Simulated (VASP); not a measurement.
Input of a VASP 6.6.1 run:

File POSCAR:

```
ZnS
1.0
    3.8230000000      0.0000000000      0.0000000000
   -1.9115000000      3.3108151187      0.0000000000
    0.0000000000      0.0000000000      6.2610000000
Zn S
2 2
Direct
    0.3333333333      0.6666666667      0.0000000000
    0.6666666667      0.3333333333      0.5000000000
    0.3333333333      0.6666666667      0.3750000000
    0.6666666667      0.3333333333      0.8750000000
```

Contents of INCAR.step1:

```
SYSTEM = ZnS
  PREC = Accurate
  ENCUT = 520
  ISMEAR = 0
  SIGMA = 0.1
  LREAL = .False.
  LASPH = .True.
  NELM = 80
  NBANDS = 26
  GGA = PE
  ALGO = Normal
  EDIFF = 1E-4
  LWAVE = .True.
  LCHARG = .False.
```

The input INCAR.step2:

```
SYSTEM = ZnS
  PREC = Accurate
  ENCUT = 520
  EDIFF = 1E-7
  ISMEAR = 0
  SIGMA = 0.1
  LREAL = .False.
  LASPH = .True.
  NELM = 80
  ALGO = Normal
  ISIF = 2
  LWAVE = .False.
  LCHARG = .True.
  METAGGA = R2SCAN
  LMIXTAU = .True.
  LELF = .True.
  LVHAR = .True.
  NBANDS = 26
  ISTART = 1
```

File KPOINTS:

```
Automatic mesh
0
Gamma
  6 6 4
  0 0 0
```

Potentials or basis: VASP PAW PBE potentials, release 64 (Zn, S).

Launch:

```console
$ cat potpaw_PBE.64/Zn/POTCAR potpaw_PBE.64/S/POTCAR > POTCAR
$ cp INCAR.step1 INCAR
$ mpirun -np 1 vasp_std > vasp.out
$ cp INCAR.step2 INCAR
$ mpirun -np 1 vasp_std > vasp.out
```

Q: What does it give for the pressure?

A: -0.8 GPa.

Q: Estimate the band gap on the k mesh.

A: 2.74 eV.

Forces on the atoms (eV/Å):
```
Zn   0.000  0.000  0.007
Zn   0.000  0.000  0.007
S    0.000  0.000 -0.007
S    0.000  0.000 -0.007
```

Caveat: the PAW data sets were made with another functional, which shifts forces and pressure a little.
